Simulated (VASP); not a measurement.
# KBr (Fm-3m) in VASP: single point with PBE

Aim: the single point of KBr with PBE.

Everything below comes from runs of VASP 6.6.1. Logs are shortened: lines on timing, memory, paths and dates and some standing lists are left out, and cuts for length are marked.

## 1. The cell of the first run

It takes space group Fm-3m (No. 225, cubic). Conventional cell: a = 6.600 Å, b = 6.600 Å, c = 6.600 Å, α = 90.00°, β = 90.00°, γ = 90.00°. Within 4.3 Å of K (site symmetry m-3m) lie 6 Br at 3.30 Å. Br (site symmetry m-3m) has 6 K at 3.30 Å within 4.3 Å.

## 2. Single point, PBE

The input, INCAR:

```
PREC     = Accurate       # precision mode
ENCUT    = 500            # plane-wave cutoff, eV
EDIFF    = 1E-6           # SCF threshold, eV
ISMEAR   = 0              # smearing method
SIGMA    = 0.01           # smearing width, eV
LREAL    = F              # projectors in reciprocal space
LASPH    = T              # aspherical terms in the spheres
NELM     = 120            # most SCF steps
ALGO     = Normal         # electronic algorithm
ISIF     = 2              # what is computed and relaxed
LWAVE    = F              # write WAVECAR
LCHARG   = F              # write CHGCAR
GGA      = PE             # functional
NBANDS   = 15             # bands
GGA_COMPAT= F
```

The input, KPOINTS:

```
Automatic mesh
0
Gamma
  2 2 2
```

The input, POSCAR:

```
KBr
1.0
    4.6669050000      0.0000000000      0.0000000000
    2.3334525000      4.0416582870      0.0000000000
    2.3334525000      1.3472194290      3.8105119760
K Br
1 1
Direct
    0.0000000000      0.0000000000      0.0000000000
    0.5000000000      0.5000000000      0.5000000000
```

Potentials or basis: VASP PAW PBE potentials, release 64 (K_sv, Br).

Run with:

```
$ cat potpaw_PBE.64/K_sv/POTCAR potpaw_PBE.64/Br/POTCAR > POTCAR
$ mpirun -np 1 vasp_std > vasp.out
```

OUTCAR:

```text
PREC = Accurate
   ENCUT = 500
   EDIFF = 1E-6
   ISMEAR = 0
   LREAL = F
   LASPH = T
   NELM = 120
   ISIF = 2
   GGA = PE

 ion  position               nearest neighbor table
   1  0.000  0.000  0.000-   2 3.30   2 3.30   2 3.30   2 3.30   2 3.30   2 3.30
   2  0.500  0.500  0.500-   1 3.30   1 3.30   1 3.30   1 3.30   1 3.30   1 3.30

  LATTYP: Found a face centered cubic cell.
 ALAT       =     6.6000003452

  Lattice vectors:

 A1 = (   4.6669050000,   0.0000000000,   0.0000000000)
 A2 = (   2.3334525000,   4.0416582870,   0.0000000000)
 A3 = (   2.3334525000,   1.3472194290,   3.8105119760)

Analysis of symmetry for initial positions (statically):
=====================================================================
 Subroutine PRICEL returns:
 Original cell was already a primitive cell.

 Routine SETGRP: Setting up the symmetry group for a
 face centered cubic supercell.

 Subroutine GETGRP returns: Found 48 space group operations
 (whereof 48 operations were pure point group operations)
 out of a pool of 48 trial point group operations.

The static configuration has the point symmetry O_h .

Analysis of symmetry for dynamics (positions and initial velocities):
=====================================================================
 Subroutine PRICEL returns:
 Original cell was already a primitive cell.

 Routine SETGRP: Setting up the symmetry group for a
 face centered cubic supercell.

 Subroutine GETGRP returns: Found 48 space group operations
 (whereof 48 operations were pure point group operations)
 out of a pool of 48 trial point group operations.

The dynamic configuration has the point symmetry O_h .

 Subroutine INISYM returns: Found 48 space group operations
 (whereof 48 operations are pure point group operations),
 and found     1 'primitive' translations

----------------------------------------------------------------------------------------

                                     Primitive cell

  volume of cell :      71.8740

  direct lattice vectors                    reciprocal lattice vectors
     4.666905000  0.000000000  0.000000000     0.214274771 -0.123711597 -0.087477309
     2.333452500  4.041658287  0.000000000     0.000000000  0.247423193 -0.087477309
     2.333452500  1.347219429  3.810511976     0.000000000  0.000000000  0.262431927

  length of vectors
     4.666905000  4.666905000  4.666905000     0.262431927  0.262431927  0.262431927

  position of ions in fractional coordinates (direct lattice)
     0.000000000  0.000000000  0.000000000
     0.500000000  0.500000000  0.500000000

  ion indices of the primitive-cell ions
   primitive index   ion index
                 1           1
                 2           2

----------------------------------------------------------------------------------------

 KPOINTS: Automatic mesh

Automatic generation of k-mesh.
 Grid dimensions read from file:
 generate k-points for:    2    2    2

 Generating k-lattice:

  Cartesian coordinates                     Fractional coordinates (reciprocal lattice)
     0.107137385 -0.061855798 -0.043738654     0.500000000  0.000000000  0.000000000
     0.000000000  0.123711597 -0.043738654     0.000000000  0.500000000  0.000000000
     0.000000000  0.000000000  0.131215963     0.000000000  0.000000000  0.500000000

  Length of vectors
     0.131215963  0.131215963  0.131215963

  Shift w.r.t. Gamma in fractional coordinates (k-lattice)
     0.000000000  0.000000000  0.000000000

 Subroutine IBZKPT returns following result:
 ===========================================

 Found      3 irreducible k-points:

 Following reciprocal coordinates:
            Coordinates               Weight
  0.000000  0.000000  0.000000      1.000000
  0.500000 -0.000000 -0.000000      4.000000
  0.500000  0.500000 -0.000000      3.000000
   k-points           NKPTS =      3   k-points in BZ     NKDIM =      3   number of bands    NBANDS=     15
   number of dos      NEDOS =    301   number of ions     NIONS =      2
   total plane-waves  NPLWV =  46656
   dimension x,y,z NGX =    36 NGY =   36 NGZ =   36
   dimension x,y,z NGXF=    72 NGYF=   72 NGZF=   72
   ions per type =               1   1
   NGX,Y,Z   is equivalent  to a cutoff of  12.82, 12.82, 12.82 a.u.
   NGXF,Y,Z  is equivalent  to a cutoff of  25.65, 25.65, 25.65 a.u.
 SYSTEM =  unknown system
   PREC   = accura    normal or accurate (medium, high low for compatibility)
   ISTART =      0    job   : 0-new  1-cont  2-samecut
   ICHARG =      2    charge: 1-file 2-atom 10-const
   ISPIN  =      1    spin polarized calculation?
   LNONCOLLINEAR =      F non collinear calculations
   LSORBIT =      F    spin-orbit coupling
   LASPH  =      T    aspherical Exc in radial PAW
   ENCUT  =  500.0 eV  36.75 Ry    6.06 a.u.   8.51  8.51  8.51*2*pi/ulx,y,z
   NELM   =    120;   NELMIN=  2; NELMDL= -5     # of ELM steps
   EDIFF  = 0.1E-05   stopping-criterion for ELM
   LREAL  =      F    real-space projection
   EDIFFG = 0.1E-04   stopping-criterion for IOM
   NSW    =      0    number of steps for IOM
   IBRION =     -1    ionic relax: 0-MD 1-quasi-New 2-CG
   NFREE  =      0    steps in history (QN), initial steepest desc. (CG)
   ISIF   =      2    stress and relaxation
   ISYM   =      2    0-nonsym 1-usesym 2-fastsym
   POTIM  = 0.5000    time-step for ionic-motion
   TEBEG  =    0.0;   TEEND  =   0.0 temperature during run
   PSTRESS=    0.0 pullay stress
   NELECT =      16.0000    total number of electrons
   NUPDOWN=      -1.0000    fix difference up-down
   EMIN   =  10.00;   EMAX   =-10.00  energy-range for DOS
   EFERMI =   0.00;   METHOD = LEGACY
   ISMEAR =     0;   SIGMA  =   0.01  broadening in eV -4-tet -1-fermi 0-gaus
   EFERMI_NEDOS =   21; number of points for ismear=-14 and -15
   IALGO  =     38    algorithm
   IMIX   =      4    mixing-type and parameters
     AMIX     =   0.40;   BMIX     =  1.00
     AMIX_MAG =   1.60;   BMIX_MAG =  1.00
  volume/ion in A,a.u.               =      35.94       242.51
  Fermi-wavevector in a.u.,A,eV,Ry     =   0.992181  1.874950 13.393887  0.984423
  Thomas-Fermi vector in A             =   2.123975
   LORBIT       =      0    0 simple, 1 ext, 2 COOP (PROOUT), +10 PAW based schemes
   GGA     = PE    functional components
   LHFCALC =     F    Hartree Fock is set to
   AEXX    =    0.0000 exact exchange contribution
   IVDW    =     0    specifies the selected vdW correction
   LEPSILON=     F    determine dielectric tensor
   LRPA    =     F    only Hartree local field effects (RPA)
 non-spin polarized calculation
 Gauss-broadening in eV      SIGMA  =   0.01
  energy-cutoff  :      500.00
  volume of cell :       71.87
 maximum number of plane-waves:      1850
 NGX is ok and might be reduce to    36
   NGX = 17   NGY = 17   NGZ = 17

 number of electron      15.9999997 magnetization

 Free energy of the ion-electron system (eV)
  ---------------------------------------------------
  ext. energy  EPLUGINS =         0.00000000
  ---------------------------------------------------
  free energy    TOTEN  =        -6.10983086 eV

  energy without entropy =       -6.10983086  energy(sigma->0) =       -6.10983086

 E-fermi :  -1.5230     XC(G=0):  -7.3376

 val. band max:       -1.6600651541   @ k =   0.0000   0.0000   0.0000
 cond. band min:       2.7369712858   @ k =   0.0000   0.0000   0.0000
 fundamental gap:      4.3970364400
 Fermi energy:        -1.5229825719

 k-point     1 :       0.0000    0.0000    0.0000
  band No.  band energies     occupation
      1     -29.5488      2.00000
      2     -13.9322      2.00000
      3     -13.0244      2.00000
      4     -13.0244      2.00000
      5     -13.0244      2.00000
      6      -1.6601      2.00000
      7      -1.6601      2.00000
      8      -1.6601      2.00000
      9       2.7370      0.00000
     10       5.8802      0.00000
     11       5.8802      0.00000
     12       5.8802      0.00000
     13       6.6936      0.00000
     14       6.6936      0.00000
     15       9.9288      0.00000

 k-point     2 :       0.5000   -0.0000   -0.0000
  band No.  band energies     occupation
      1     -29.5432      2.00000
      2     -14.1357      2.00000
      3     -13.0300      2.00000
      4     -13.0300      2.00000
      5     -12.7476      2.00000
      6      -2.8511      2.00000
      7      -1.9971      2.00000
      8      -1.9971      2.00000
      9       4.8967      0.00000
     10       6.5425      0.00000
     11       8.0246      0.00000
     12       8.0246      0.00000
     13       8.3678      0.00000
     14       8.3678      0.00000
     15       9.2021      0.00000

 k-point     3 :       0.5000    0.5000   -0.0000
  band No.  band energies     occupation
      1     -29.5416      2.00000
      2     -13.8328      2.00000
      3     -13.1138      2.00000
      4     -13.0599      2.00000
      5     -13.0599      2.00000
      6      -2.4828      2.00000
      7      -1.9493      2.00000
      8      -1.9493      2.00000
      9       4.1571      0.00000
     10       5.4812      0.00000
     11       7.6265      0.00000
     12       7.8391      0.00000
     13       7.9338      0.00000
     14       9.0206      0.00000
     15       9.0206      0.00000

------------------------ aborting loop because EDIFF is reached ----------------------------------------

  FORCE on cell =-STRESS in cart. coord.  units (eV):
  Direction    XX          YY          ZZ          XY          YZ          ZX
  --------------------------------------------------------------------------------------
  -------------------------------------------------------------------------------------
  Total        0.5779357      0.5779357      0.5779357      0.0000000     -0.0000000     -0.0000000
  in kB       12.8830354     12.8830354     12.8830354      0.0000000     -0.0000000     -0.0000000
  external PRESSURE =      12.8830354 kB  Pullay stress =       0.0000000 kB

 VOLUME and BASIS-vectors are now :
 -----------------------------------------------------------------------------
  energy-cutoff  :      500.00
  volume of cell :       71.87
      direct lattice vectors                 reciprocal lattice vectors
     4.666905000  0.000000000  0.000000000     0.214274771 -0.123711597 -0.087477309
     2.333452500  4.041658287  0.000000000     0.000000000  0.247423193 -0.087477309
     2.333452500  1.347219429  3.810511976     0.000000000  0.000000000  0.262431927

 POSITION                                       TOTAL-FORCE (eV/Angst)
 -----------------------------------------------------------------------------------
      0.00000      0.00000      0.00000        -0.000000     -0.000000      0.000000
      4.66690      2.69444      1.90526         0.000000      0.000000      0.000000
 -----------------------------------------------------------------------------------
    total drift:                                0.000000      0.000000      0.000000

  FREE ENERGIE OF THE ION-ELECTRON SYSTEM (eV)
  ---------------------------------------------------
  free  energy   TOTEN  =        -6.1098308608 eV

  energy  without entropy=       -6.1098308608  energy(sigma->0) =       -6.10983086
```

Wall time 14 s (1 thread of Intel Xeon 8259CL, shared host); peak memory 0.19 GiB.

Results:

| Quantity | Value |
| --- | --- |
| Free energy | -6.1098 eV |
| Pressure | 1.3 GPa |
| Band gap on the k mesh | 4.40 eV, direct |

Caveat: the k points lie up to 0.82 Å⁻¹ apart.
